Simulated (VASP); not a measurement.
Set up this calculation in VASP 6.6.1, as the native input.

| Item | Value |
| --- | --- |
| Task | single point |
| Functional | PBEsol |
| Potentials or basis | VASP PAW PBE potentials, release 64 (Mg, S) |
| Cutoff | 600 eV |
| k mesh | 6 × 6 × 6 |
| Occupations | gaussian, width 0.5 eV |
| Spin | no spin polarisation |
| Dipole correction | no |
| Further INCAR settings | ALGO = Normal; EDIFF = 1e-06; NBANDS = 11 |

The structure of MgS (Niningerite) lies in POSCAR:

```
MgS
1.0
    0.0000000000      2.6015177399      2.6015177399
    2.6015177399      0.0000000000      2.6015177399
    2.6015177399      2.6015177399      0.0000000000
Mg S
1 1
Direct
    0.0000000000      0.0000000000      0.0000000000
    0.5000000000      0.5000000000      0.5000000000
```

The input as run:

INCAR

```
SYSTEM = MgS
  PREC = Accurate
  ENCUT = 600
  EDIFF = 1E-6
  ISMEAR = 0
  SIGMA = 0.5
  LREAL = .FALSE.
  LASPH = .TRUE.
  NELM = 120
  ALGO = Normal
  ISIF = 2
  LWAVE = .FALSE.
  LCHARG = .FALSE.
  GGA = PS
  NBANDS = 11
  GGA_COMPAT = .FALSE.
```

KPOINTS

```
regular mesh
0
G
  6 6 6
  0 0 0
```

Potentials or basis: VASP PAW PBE potentials, release 64 (Mg, S).

Launch:

```sh
$ cat potpaw_PBE.64/Mg/POTCAR potpaw_PBE.64/S/POTCAR > POTCAR
$ mpirun -np 1 vasp_std > vasp.out
```

It gave:

| Quantity | Value |
| --- | --- |
| Pressure | -1.1 GPa |
| Band gap on the k mesh | 2.70 eV, indirect (least direct gap 3.59 eV) |

Caveat: the PAW data sets were made with another functional, which shifts forces and pressure a little.

It took 7.4 s on 1 thread of AMD EPYC 7R13 Processor (Zen 3), on a shared host, peak memory 0.13 GiB.
